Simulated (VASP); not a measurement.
# SnS2 (P-3m1) in VASP: single point with PBE

Aim: the single point of SnS2 with PBE.

Program: VASP 6.6.1. These are calculated values, not measurements. Logs are shortened: lines on timing, memory, paths and dates and some standing lists are left out, and cuts for length are marked.

## (1) The cell of the first run

Symmetry: P-3m1, No. 164, trigonal system. Conventional cell: a = 3.653 Å, b = 3.653 Å, c = 5.891 Å, α = 90.00°, β = 90.00°, γ = 120.00°. Sn (site symmetry -3m) has 6 S at 2.57 Å within 3.4 Å. Within 3.4 Å of S (site symmetry 3m) lie 3 Sn at 2.57 Å.

## (2) Single point, PBE, non-collinear spin, zero start, spin-orbit coupling

Contents of INCAR:

```
PREC = Accurate
ENCUT = 500
EDIFF = 1E-6
ISMEAR = 0
SIGMA = 0.033
LREAL = F
LASPH = T
NELM = 200
ALGO = Normal
ISIF = 2
LWAVE = F
LCHARG = F
LNONCOLLINEAR = T
MAGMOM = 0 0 0 0 0 0 0 0 0
LORBIT = 11
LSORBIT = T
GGA_COMPAT = F
LORBMOM = T
GGA = PE
NBANDS = 39
```

Contents of KPOINTS:

```
Automatic mesh
0
Gamma
  8 8 5
```

Contents of POSCAR:

```
SnS2
1.0
    3.6530532900      0.0000000000      0.0000000000
   -1.8265266500      3.1636405200      0.0000000000
    0.0000000000      0.0000000000      5.8906613700
Sn S
1 2
Direct
    0.0000000000      0.0000000000      0.0000000000
    0.3333300000      0.6666700000      0.2500000000
    0.6666700000      0.3333300000      0.7500000000
```

Potentials or basis: VASP PAW PBE potentials, release 64 (Sn_d, S).

On the command line:

```console
> cat potpaw_PBE.64/Sn_d/POTCAR potpaw_PBE.64/S/POTCAR > POTCAR
> mpirun -np 1 vasp_ncl > vasp.out
```

OUTCAR:

```text
PREC = Accurate
   ENCUT = 500
   EDIFF = 1E-6
   ISMEAR = 0
   LREAL = F
   LASPH = T
   NELM = 200
   ISIF = 2
   LNONCOLLINEAR = T
   LORBIT = 11
   LSORBIT = T
   GGA = PE

 ion  position               nearest neighbor table
   1  0.000  0.000  0.000-   2 2.57   3 2.57   3 2.57   2 2.57   3 2.57   2 2.57
   2  0.333  0.667  0.250-   1 2.57   1 2.57   1 2.57
   3  0.667  0.333  0.750-   1 2.57   1 2.57   1 2.57

  LATTYP: Found a hexagonal cell.
 ALAT       =     3.6530532900
 C/A-ratio  =     1.6125309166

  Lattice vectors:

 A1 = (   3.6530532900,   0.0000000000,   0.0000000000)
 A2 = (  -1.8265266500,   3.1636405200,   0.0000000000)
 A3 = (   0.0000000000,   0.0000000000,   5.8906613700)

Analysis of symmetry for initial positions (statically):
=====================================================================
 Subroutine PRICEL returns:
 Original cell was already a primitive cell.

 Routine SETGRP: Setting up the symmetry group for a
 hexagonal supercell.

 Subroutine GETGRP returns: Found  4 space group operations
 (whereof  4 operations were pure point group operations)
 out of a pool of 24 trial point group operations.

The static configuration has the point symmetry C_2h.

Analysis of symmetry for dynamics (positions and initial velocities):
=====================================================================
 Subroutine PRICEL returns:
 Original cell was already a primitive cell.

 Routine SETGRP: Setting up the symmetry group for a
 hexagonal supercell.

 Subroutine GETGRP returns: Found  4 space group operations
 (whereof  4 operations were pure point group operations)
 out of a pool of 24 trial point group operations.

The dynamic configuration has the point symmetry C_2h.

Analysis of structural, dynamic, and magnetic symmetry:
=====================================================================
 Subroutine PRICEL returns:
 Original cell was already a primitive cell.

 Routine SETGRP: Setting up the symmetry group for a
 hexagonal supercell.

 Subroutine GETGRP returns: Found  4 space group operations
 (whereof  4 operations were pure point group operations)
 out of a pool of 24 trial point group operations.

The overall configuration has the point symmetry C_2h.

 Subroutine INISYM returns: Found  4 space group operations
 (whereof  4 operations are pure point group operations),
 and found     1 'primitive' translations

----------------------------------------------------------------------------------------
[... 1165 lines left out ...]
     -0.00002      2.10910      1.47267         0.000093     -0.000054      0.125896
      1.82654      1.05454      4.41800        -0.000093      0.000054     -0.125896
 -----------------------------------------------------------------------------------
    total drift:                                0.000000      0.000000     -0.000000

  FREE ENERGIE OF THE ION-ELECTRON SYSTEM (eV)
  ---------------------------------------------------
  free  energy   TOTEN  =       -13.2016058407 eV

  energy  without entropy=      -13.2016058407  energy(sigma->0) =      -13.20160584

 orbital moment (x)

 # of ion     p       d       tot
 ----------------------------------------
  1         0.000  -0.000  -0.000
  2         0.000   0.000   0.000
  3         0.000   0.000   0.000
 ----------------------------------------
            0.000  -0.000  -0.000

 orbital moment (y)

 # of ion     p       d       tot
 ----------------------------------------
  1         0.000  -0.000  -0.000
  2         0.000   0.000   0.000
  3         0.000   0.000   0.000
 ----------------------------------------
            0.000  -0.000  -0.000

 orbital moment (z)

 # of ion     p       d       tot
 ----------------------------------------
  1        -0.000  -0.000  -0.000
  2        -0.000   0.000  -0.000
  3        -0.000   0.000  -0.000
 ----------------------------------------
           -0.000  -0.000  -0.000

 Spin-Orbit-Coupling matrix elements

 Ion:    1  E_soc:     -0.0862369
 l=   1
     0.0000000    -0.0083786    -0.0084212
    -0.0083786     0.0000000    -0.0083786
    -0.0084212    -0.0083786     0.0000000
 l=   2
     0.0000000    -0.0011905     0.0000000    -0.0011905    -0.0048100
    -0.0011905     0.0000000    -0.0035944    -0.0011791    -0.0011905
     0.0000000    -0.0035944     0.0000000    -0.0035944     0.0000000
    -0.0011905    -0.0011791    -0.0035944     0.0000000    -0.0011905
    -0.0048100    -0.0011905     0.0000000    -0.0011905     0.0000000
 l=   3
     0.0000000     0.0000000     0.0000000     0.0000000     0.0000000     0.0000000     0.0000000
     0.0000000     0.0000000     0.0000000     0.0000000     0.0000000     0.0000000     0.0000000
     0.0000000     0.0000000     0.0000000     0.0000000     0.0000000     0.0000000     0.0000000
     0.0000000     0.0000000     0.0000000     0.0000000     0.0000000     0.0000000     0.0000000
[... 29 lines left out ...]
 l=   2
     0.0000000     0.0000000     0.0000000     0.0000000     0.0000000
     0.0000000     0.0000000     0.0000000     0.0000000     0.0000000
     0.0000000     0.0000000     0.0000000     0.0000000     0.0000000
     0.0000000     0.0000000     0.0000000     0.0000000     0.0000000
     0.0000000     0.0000000     0.0000000     0.0000000     0.0000000
 l=   3
     0.0000000     0.0000000     0.0000000     0.0000000     0.0000000     0.0000000     0.0000000
     0.0000000     0.0000000     0.0000000     0.0000000     0.0000000     0.0000000     0.0000000
     0.0000000     0.0000000     0.0000000     0.0000000     0.0000000     0.0000000     0.0000000
     0.0000000     0.0000000     0.0000000     0.0000000     0.0000000     0.0000000     0.0000000
     0.0000000     0.0000000     0.0000000     0.0000000     0.0000000     0.0000000     0.0000000
     0.0000000     0.0000000     0.0000000     0.0000000     0.0000000     0.0000000     0.0000000
     0.0000000     0.0000000     0.0000000     0.0000000     0.0000000     0.0000000     0.0000000

 total charge

# of ion       s       p       d       tot
------------------------------------------
    1        1.019   1.045  10.146  12.210
    2        1.366   2.339   0.000   3.705
    3        1.366   2.339   0.000   3.705
--------------------------------------------------
tot          3.751   5.723  10.146  19.620

 magnetization (x)

# of ion       s       p       d       tot
------------------------------------------
    1       -0.000   0.000  -0.000  -0.000
    2       -0.000   0.000   0.000   0.000
    3       -0.000   0.000   0.000   0.000
--------------------------------------------------
tot         -0.000   0.000  -0.000  -0.000

 magnetization (y)

# of ion       s       p       d       tot
------------------------------------------
    1       -0.000   0.000  -0.000  -0.000
    2       -0.000   0.000   0.000   0.000
    3       -0.000   0.000   0.000   0.000
--------------------------------------------------
tot         -0.000   0.000  -0.000  -0.000

 magnetization (z)

# of ion       s       p       d       tot
------------------------------------------
    1        0.000   0.000   0.000   0.000
    2        0.000   0.000   0.000   0.000
    3        0.000   0.000   0.000   0.000
--------------------------------------------------
tot          0.000   0.000   0.000   0.000
```

OSZICAR:

```text
N       E                     dE             d eps       ncg     rms          rms(c)
DAV:   1     0.262705720481E+03    0.26271E+03   -0.11366E+04  7914   0.158E+03
DAV:   2     0.287362299818E+02   -0.23397E+03   -0.22083E+03  7442   0.482E+02
DAV:   3    -0.113933936679E+02   -0.40130E+02   -0.39022E+02  8621   0.158E+02
DAV:   4    -0.136296231137E+02   -0.22362E+01   -0.22220E+01  8909   0.411E+01
DAV:   5    -0.137009418984E+02   -0.71319E-01   -0.71294E-01 10169   0.746E+00    0.878E+00
DAV:   6    -0.132246018932E+02    0.47634E+00   -0.63323E-01 10669   0.108E+01    0.618E+00
DAV:   7    -0.132019252764E+02    0.22677E-01   -0.30131E-01  9152   0.353E+00    0.219E+00
DAV:   8    -0.132011904350E+02    0.73484E-03   -0.25077E-02 10543   0.167E+00    0.993E-01
DAV:   9    -0.132015151988E+02   -0.32476E-03   -0.25620E-03  9368   0.364E-01    0.297E-01
DAV:  10    -0.132015641447E+02   -0.48946E-04   -0.50344E-04 10560   0.227E-01    0.115E-01
DAV:  11    -0.132015827732E+02   -0.18629E-04   -0.19641E-04  8628   0.880E-02    0.383E-02
DAV:  12    -0.132016057337E+02   -0.22960E-04   -0.26292E-05  8399   0.417E-02    0.261E-02
DAV:  13    -0.132016058407E+02   -0.10703E-06   -0.14575E-06  8289   0.140E-02
   1 F= -.13201606E+02 E0= -.13201606E+02  d E =-.392597E-21  mag=     0.0000     0.0000    -0.0000
```

stdout:

```text
POSCAR found type information on POSCAR SnS
 POSCAR found :  2 types and       3 ions
 scaLAPACK will be used
 LDA part: xc-table for (Slater+PW92), standard interpolation
 POSCAR, INCAR and KPOINTS ok, starting setup
 FFT: planning ... GRIDC
 FFT: planning ... GRID_SOFT
 FFT: planning ... GRID
 WAVECAR not read
 entering main loop
```

Wall time 7.7 min (1 thread of Oxide Virtual Turin-like, shared host); peak memory 0.5 GiB.

What came out:

* Free energy: -13.2016 eV
* Pressure: 3.1 GPa
* Largest force: 0.126 eV/Å
* Net moment: 0.00 μB per cell
* Valence electrons inside the program's atomic spheres: Sn 12.21; S 3.71

Forces in eV/Å, atoms in the order of the input:
```
Sn   0.000  0.000  0.000
S    0.000  0.000  0.126
S    0.000  0.000 -0.126
```

Moments on the atoms (μB; x, y, z):
```
Sn  0.00 0.00 0.00
S   0.00 0.00 0.00
S   0.00 0.00 0.00
```

Caveat: the cell stands under pressure; this functional lacks dispersion, which binds layers or chains, so the pressure and a relaxed spacing across them are unreliable.
